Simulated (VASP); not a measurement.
Input of a VASP 6.6.1 run:

INCAR

```
  PREC = Accurate
  ENCUT = 600
  EDIFF = 1E-7
  ISMEAR = 0
  SIGMA = 0.01
  LREAL = F
  LASPH = T
  NELM = 100
  ALGO = Normal
  ISIF = 3
  LWAVE = F
  LCHARG = F
  GGA = PS
  IBRION = 2
  NSW = 80
  EDIFFG = -0.001
  PSTRESS = 10.0
```

KPOINTS

```
regular mesh
0
Gamma
  10 10 10
```

The input POSCAR:

```
BP
1.0
    0.0000000000      2.2600863866      2.2600863866
    2.2600863866      0.0000000000      2.2600863866
    2.2600863866      2.2600863866      0.0000000000
B P
1 1
Direct
    0.0000000000      0.0000000000      0.0000000000
    0.7500000000      0.7500000000      0.7500000000
```

Potentials or basis: VASP PAW PBE potentials, release 64 (B, P).

The run is started by

```sh
$ cat potpaw_PBE.64/B/POTCAR potpaw_PBE.64/P/POTCAR > POTCAR
$ mpirun -np 1 vasp_std > vasp.out
```

Question: Estimate the relaxed volume.

Answer: 11.48 Å³/atom.

Question: What does it give for the band gap on the k mesh?

Answer: 1.11 eV, indirect (least direct gap 3.38 eV).

Question: Estimate the relaxed cell.

Answer: a = 3.191 Å, b = 3.191 Å, c = 3.191 Å, α = 60.00°, β = 60.00°, γ = 60.00°.

Question: Estimate the space group after relaxing (to 0.05 Å).

Answer: F-43m (No. 216).

Step by step:
| step | energy change (eV) | largest force (eV/Å) | pressure (GPa) | volume (Å³) |
| --- | --- | --- | --- | --- |
| 1 | 0.0000 | 0.0000 | 0.11 | 23.09 |
| 2 | 0.0012 | 0.0000 | 1.72 | 22.87 |
| 3 | 0.0004 | 0.0000 | 1.01 | 22.97 |

Caveat: the cell is relaxed towards a set pressure, so the enthalpy falls and the energy may rise; the PAW data sets were made with another functional, which shifts forces and pressure a little. A k mesh can miss the band edges.
